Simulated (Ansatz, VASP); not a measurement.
InFe2H3 in VASP and in Ansatz

```
CELL_PARAMETERS angstrom
2.84606 0.00000 0.00000
-1.42303 2.46476 0.00000
0.00000 0.00000 8.01823
ATOMIC_POSITIONS crystal
In 0.00000 0.00000 0.00000
Fe 0.33333 0.66667 0.37162
Fe 0.66667 0.33333 0.62838
H 0.33333 0.66667 0.71229
H 0.66667 0.33333 0.28771
H 0.00000 0.00000 0.50000
```

Change from the starting cell: species swapped into the Li3PrBi2 type (P-3m1, No. 164).

Alike in both runs: functional PBE; k mesh 12 × 12 × 4; occupations gaussian, width 0.1 eV; collinear spin.

Ansatz relaxed the structure, and its values are those at the end. VASP's run is a single point on that final structure, the one shown.

```csv
,VASP,Ansatz
version,VASP 6.6.1,Ansatz 0.2.0
potentials or method,"VASP PAW PBE potentials, release 64 (In_d, Fe, H), cutoff 520 eV","scalar-relativistic, plane waves, PAW"
valence electrons in the cell,32,48
```

```csv
,VASP,Ansatz,Ansatz less VASP
gap on the k mesh at the Fermi level (eV),none,none,-
pressure (GPa),0.0,0.0,-0.02
rms of the force components (eV/Å),0.003,0.000,-0.0029
net moment per atom (μB),0.73,0.73,0.000
size of the moment on the site where the two differ most (μB),2.23,1.97,-0.263
```

Site moments also hang on the region over which each program counts them. A gap of «none» marks a metal or a gap that the smearing closes. VASP's potentials hold 32 valence electrons a cell and Ansatz's 48, so a difference there can come from the potentials and not from the codes.
